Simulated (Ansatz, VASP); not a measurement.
**GaN: VASP beside Ansatz**

```
Ga N
1.0
     0.00000    2.87427    2.87427
     2.87427    0.00000    2.87427
     2.87427    2.87427    0.00000
Ga N
2 2
Direct
  0.50000 0.50000 0.50000
  0.75000 0.75000 0.75000
  0.25000 0.25000 0.25000
  0.00000 0.00000 0.00000
```

Alike in both runs: functional PBE; k mesh 14 × 14 × 14; occupations gaussian, width 0.1 eV; no spin polarisation.

Ansatz relaxed the structure, and its values are those at the end. VASP's run is a single point on that final structure, the one shown.

```csv
,VASP,Ansatz
version,VASP 6.6.1,Ansatz 0.2.0
potentials or method,"VASP PAW PBE potentials, release 64 (Ga_d, N), cutoff 520 eV","scalar-relativistic, plane waves, PAW"
valence electrons in the cell,36,36
```

|  | VASP | Ansatz | Ansatz less VASP |
| --- | --- | --- | --- |
| gap on the k mesh at the Fermi level (eV) | none | none | - |
| pressure (GPa) | 0.2 | 0.0 | -0.18 |

A gap of «none» marks a metal or a gap that the smearing closes. With one functional, cell and mesh, what is left measures potentials, basis and numerics.
